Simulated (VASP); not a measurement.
# Be2Tl (I4/mmm) in VASP: relaxation of cell and atoms with PBE

Aim: the relaxation of cell and atoms of Be2Tl with PBE.

Everything below comes from runs of VASP 6.6.1. Logs are shortened: lines on timing, memory, paths and dates and some standing lists are left out, and cuts for length are marked.

## (1) The cell of the first run

It takes space group I4/mmm (No. 139, tetragonal). Conventional cell: a = 4.172 Å, b = 4.172 Å, c = 5.546 Å, α = 90.00°, β = 90.00°, γ = 90.00°. Within 3.3 Å of Be (site symmetry -4m2) lie 4 Tl at 2.50 Å and 6 Be at 2.77 to 2.95 Å. Tl (site symmetry 4/mmm) has 8 Be at 2.50 Å within 3.3 Å.

## (2) Relaxation of cell and atoms, PBE

INCAR

```
SYSTEM = Be2Tl
ALGO = Fast
EDIFF = 1E-7
EDIFFG = -0.01
ENCUT = 600
GGA = PE
IBRION = 2
ISIF = 3
ISMEAR = 0
LASPH = .TRUE.
LCHARG = .FALSE.
LREAL = .FALSE.
LWAVE = .FALSE.
NELM = 100
NSW = 100
PREC = Accurate
SIGMA = 0.1
```

KPOINTS

```
k-points
0
G
  16 16 16
  0 0 0
```

POSCAR

```
Be2Tl
1.0
   -2.0859867895      2.0859867895      2.7728933523
    2.0859867895     -2.0859867895      2.7728933523
    2.0859867895      2.0859867895     -2.7728933523
Be Tl
2 1
Direct
    0.7500000000      0.2500000000      0.5000000000
    0.2500000000      0.7500000000      0.5000000000
    0.0000000000      0.0000000000      0.0000000000
```

Potentials or basis: VASP PAW PBE potentials, release 64 (Be, Tl_d).

Run with:

```sh
cat potpaw_PBE.64/Be/POTCAR potpaw_PBE.64/Tl_d/POTCAR > POTCAR
mpirun -np 1 vasp_std > vasp.out
```

OUTCAR:

```text
SYSTEM = Be2Tl
   EDIFF = 1E-7
   EDIFFG = -0.01
   ENCUT = 600
   GGA = PE
   IBRION = 2
   ISIF = 3
   ISMEAR = 0
   LASPH = .TRUE.
   LREAL = .FALSE.
   NELM = 100
   NSW = 100
   PREC = Accurate

 ion  position               nearest neighbor table
   1  0.750  0.250  0.500-   3 2.50   3 2.50   3 2.50   3 2.50
   2  0.250  0.750  0.500-   3 2.50   3 2.50   3 2.50   3 2.50
   3  0.000  0.000  0.000-   1 2.50   2 2.50   1 2.50   2 2.50   1 2.50   2 2.50   1 2.50   2 2.50

  LATTYP: Found a body centered tetragonal cell.
 ALAT       =     4.1719735790
 C/A-ratio  =     1.3292957397

  Lattice vectors:

 A1 = (  -2.0859867895,   2.0859867895,   2.7728933523)
 A2 = (   2.0859867895,  -2.0859867895,   2.7728933523)
 A3 = (   2.0859867895,   2.0859867895,  -2.7728933523)

Analysis of symmetry for initial positions (statically):
=====================================================================
 Subroutine PRICEL returns:
 Original cell was already a primitive cell.

 Routine SETGRP: Setting up the symmetry group for a
 body centered tetragonal supercell.

 Subroutine GETGRP returns: Found 16 space group operations
 (whereof 16 operations were pure point group operations)
 out of a pool of 16 trial point group operations.

The static configuration has the point symmetry D_4h.

Analysis of symmetry for dynamics (positions and initial velocities):
=====================================================================
 Subroutine PRICEL returns:
 Original cell was already a primitive cell.

 Routine SETGRP: Setting up the symmetry group for a
 body centered tetragonal supercell.

 Subroutine GETGRP returns: Found 16 space group operations
 (whereof 16 operations were pure point group operations)
 out of a pool of 16 trial point group operations.

The dynamic configuration has the point symmetry D_4h.

 Subroutine INISYM returns: Found 16 space group operations
 (whereof 16 operations are pure point group operations),
 and found     1 'primitive' translations

----------------------------------------------------------------------------------------

                                     Primitive cell

  volume of cell :      48.2632

  direct lattice vectors                    reciprocal lattice vectors
    -2.085986790  2.085986790  2.772893352     0.000000000  0.239694711  0.180317068
     2.085986790 -2.085986790  2.772893352     0.239694711  0.000000000  0.180317068
     2.085986790  2.085986790 -2.772893352     0.239694711  0.239694711  0.000000000

  length of vectors
     4.048656483  4.048656483  4.048656483     0.299946328  0.299946328  0.338979511

  position of ions in fractional coordinates (direct lattice)
     0.750000000  0.250000000  0.500000000
     0.250000000  0.750000000  0.500000000
     0.000000000  0.000000000  0.000000000

  ion indices of the primitive-cell ions
   primitive index   ion index
                 1           1
                 2           2
                 3           3

----------------------------------------------------------------------------------------

 KPOINTS: k-points

Automatic generation of k-mesh.
 Grid dimensions read from file:
 generate k-points for:   16   16   16

 Generating k-lattice:

  Cartesian coordinates                     Fractional coordinates (reciprocal lattice)
     0.000000000  0.014980919  0.011269817     0.062500000  0.000000000 -0.000000000
     0.014980919  0.000000000  0.011269817     0.000000000  0.062500000 -0.000000000
     0.014980919  0.014980919  0.000000000     0.000000000  0.000000000  0.062500000

  Length of vectors
     0.018746645  0.018746645  0.021186219

  Shift w.r.t. Gamma in fractional coordinates (k-lattice)
[... 62 lines left out ...]
   PSTRESS=    0.0 pullay stress
   NELECT =      17.0000    total number of electrons
   NUPDOWN=      -1.0000    fix difference up-down
   EMIN   =  10.00;   EMAX   =-10.00  energy-range for DOS
   EFERMI =   0.00;   METHOD = LEGACY
   ISMEAR =     0;   SIGMA  =   0.10  broadening in eV -4-tet -1-fermi 0-gaus
   EFERMI_NEDOS =   21; number of points for ismear=-14 and -15
   IALGO  =     68    algorithm
   IMIX   =      4    mixing-type and parameters
     AMIX     =   0.40;   BMIX     =  1.00
     AMIX_MAG =   1.60;   BMIX_MAG =  1.00
  volume/ion in A,a.u.               =      16.09       108.57
  Fermi-wavevector in a.u.,A,eV,Ry     =   1.156163  2.184831 18.187081  1.336713
  Thomas-Fermi vector in A             =   2.292785
   LORBIT       =      0    0 simple, 1 ext, 2 COOP (PROOUT), +10 PAW based schemes
   GGA     = PE    functional components
   LHFCALC =     F    Hartree Fock is set to
   AEXX    =    0.0000 exact exchange contribution
   IVDW    =     0    specifies the selected vdW correction
   LEPSILON=     F    determine dielectric tensor
   LRPA    =     F    only Hartree local field effects (RPA)
 conjugate gradient relaxation of ions
 non-spin polarized calculation
 RMM-DIIS sequential band-by-band and
 Gauss-broadening in eV      SIGMA  =   0.10
  energy-cutoff  :      600.00
  volume of cell :       48.26
 maximum number of plane-waves:      1635
   NGX = 17   NGY = 17   NGZ = 17

--------------------------------------- Ionic step        1  -------------------------------------------

 number of electron      17.0000001 magnetization

 Free energy of the ion-electron system (eV)
  ---------------------------------------------------
  ext. energy  EPLUGINS =         0.00000000
  ---------------------------------------------------
  free energy    TOTEN  =        -7.42858823 eV

  energy without entropy =       -7.42423272  energy(sigma->0) =       -7.42641048

------------------------ aborting loop because EDIFF is reached ----------------------------------------

  FORCE on cell =-STRESS in cart. coord.  units (eV):
  Direction    XX          YY          ZZ          XY          YZ          ZX
  --------------------------------------------------------------------------------------
  -------------------------------------------------------------------------------------
  Total        0.0627047      0.0627047      0.0759233      0.0000000     -0.0000000      0.0000000
  in kB        2.0815860      2.0815860      2.5203988      0.0000000     -0.0000000      0.0000000
  external PRESSURE =       2.2278569 kB  Pullay stress =       0.0000000 kB

 VOLUME and BASIS-vectors are now :
 -----------------------------------------------------------------------------
  energy-cutoff  :      600.00
  volume of cell :       48.26
      direct lattice vectors                 reciprocal lattice vectors
    -2.085986790  2.085986790  2.772893352     0.000000000  0.239694711  0.180317068
     2.085986790 -2.085986790  2.772893352     0.239694711  0.000000000  0.180317068
     2.085986790  2.085986790 -2.772893352     0.239694711  0.239694711  0.000000000

 POSITION                                       TOTAL-FORCE (eV/Angst)
 -----------------------------------------------------------------------------------
     -0.00000      2.08599      1.38645        -0.000000      0.000000     -0.000000
      2.08599     -0.00000      1.38645         0.000000     -0.000000      0.000000
      0.00000      0.00000      0.00000        -0.000000      0.000000      0.000000
 -----------------------------------------------------------------------------------
    total drift:                                0.000000     -0.000000     -0.000000

  FREE ENERGIE OF THE ION-ELECTRON SYSTEM (eV)
  ---------------------------------------------------
  free  energy   TOTEN  =        -7.4285882340 eV

  energy  without entropy=       -7.4242327226  energy(sigma->0) =       -7.42641048

--------------------------------------- Ionic step        2  -------------------------------------------

 number of electron      17.0000000 magnetization

 Free energy of the ion-electron system (eV)
  ---------------------------------------------------
  ext. energy  EPLUGINS =         0.00000000
  ---------------------------------------------------
  free energy    TOTEN  =        -7.42868552 eV

  energy without entropy =       -7.42431603  energy(sigma->0) =       -7.42650077

 E-fermi :   5.8055     XC(G=0): -10.0234

 val. band max:        5.7999402470   @ k =  -0.1875   0.1250   0.0000
 cond. band min:       5.8123645843   @ k =  -0.1250  -0.1875   0.1250
 fundamental gap:      0.0124243373
 Fermi energy:         5.8055163796

 k-point     1 :       0.0000    0.0000    0.0000
  band No.  band energies     occupation
      1      -6.1805      2.00000
      2      -6.1805      2.00000
      3      -6.1783      2.00000
      4      -5.8282      2.00000
      5      -5.7835      2.00000
      6      -4.5071      2.00000
      7       8.3138      0.00000
      8       8.9129      0.00000
      9       8.9129      0.00000
     10       8.9521      0.00000
     11       8.9521      0.00000
     12       9.6715      0.00000
[... 331 lines left out ...]
 k-point    24 :      -0.0625    0.0625    0.0000
  band No.  band energies     occupation
      1      -6.1831      2.00000
      2      -6.1702      2.00000
      3      -6.1697      2.00000
      4      -5.8306      2.00000
      5      -5.7824      2.00000
      6      -4.4460      2.00000
      7       7.6006      0.00000
      8       8.1212      0.00000
      9       8.3988      0.00000
     10       8.7985      0.00000
     11       9.6316      0.00000
     12      10.5003      0.00000

 [... further k-points ...]
[... 5 lines left out ...]
  --------------------------------------------------------------------------------------
  -------------------------------------------------------------------------------------
  Total       -0.0117693     -0.0117693      0.0025363      0.0000000      0.0000000      0.0000000
  in kB       -0.3894404     -0.3894404      0.0839249      0.0000000      0.0000000      0.0000000
  external PRESSURE =      -0.2316520 kB  Pullay stress =       0.0000000 kB

 VOLUME and BASIS-vectors are now :
 -----------------------------------------------------------------------------
  energy-cutoff  :      600.00
  volume of cell :       48.42
      direct lattice vectors                 reciprocal lattice vectors
    -2.088090188  2.088090188  2.776278815     0.000000000  0.239453259  0.180097185
     2.088090188 -2.088090188  2.776278815     0.239453259  0.000000000  0.180097185
     2.088090188  2.088090188 -2.776278815     0.239453259  0.239453259  0.000000000

 POSITION                                       TOTAL-FORCE (eV/Angst)
 -----------------------------------------------------------------------------------
      0.00000      2.08809      1.38814        -0.000000      0.000000     -0.000000
      2.08809      0.00000      1.38814         0.000000     -0.000000      0.000000
      2.08809     -2.08809      2.77628         0.000000     -0.000000     -0.000000
 -----------------------------------------------------------------------------------
    total drift:                                0.000000     -0.000000      0.000000

  FREE ENERGIE OF THE ION-ELECTRON SYSTEM (eV)
  ---------------------------------------------------
  free  energy   TOTEN  =        -7.4286855240 eV

  energy  without entropy=       -7.4243160259  energy(sigma->0) =       -7.42650077

 reached required accuracy - stopping structural energy minimisation
```

Run time: 2.1 min. Hardware: 1 thread of Intel Xeon 6975P-C (Granite Rapids), shared host; peak memory 0.4 GiB.

Results:

* Free energy: -7.4287 eV
* Relaxed volume: 16.14 Å³/atom
* Relaxed cell: a = 4.053 Å, b = 4.053 Å, c = 4.053 Å, α = 117.98°, β = 117.98°, γ = 93.53°
* Space group after relaxing (to 0.1 Å): I4/mmm (No. 139)
* Energy gained by relaxing: 0.0 meV/atom
* Ionic steps: 2
* Pressure after relaxing: 0.0 GPa
* Band gap on the k mesh: zero (an odd number of electrons rules out a gap without spin polarisation)

Final structure:
```
Be Tl
1.0
    -2.08809    2.08809    2.77628
     2.08809   -2.08809    2.77628
     2.08809    2.08809   -2.77628
Be Tl
2 1
Direct
  0.75000 0.25000 0.50000
  0.25000 0.75000 0.50000
  0.00000 0.00000 0.00000
```

Levels at points of the mesh, in eV from the Fermi level:
```
           k point  band 7  band 8  band 9  band 10  band 11  band 12
(0.00, 0.00, 0.00)    2.51    3.11    3.11     3.15     3.15     3.87
(0.50, 0.00, 0.00)   -5.41    0.25    0.73     3.13     3.32     4.30
(0.50, 0.50, 0.00)   -4.98   -2.01   -1.75     1.97     2.62     7.66
(0.50, 0.50, 0.50)   -4.38   -2.26   -2.26     1.23     2.00     8.07
```

Caveat: spin-orbit coupling is left out, which moves the levels of the heavy elements.
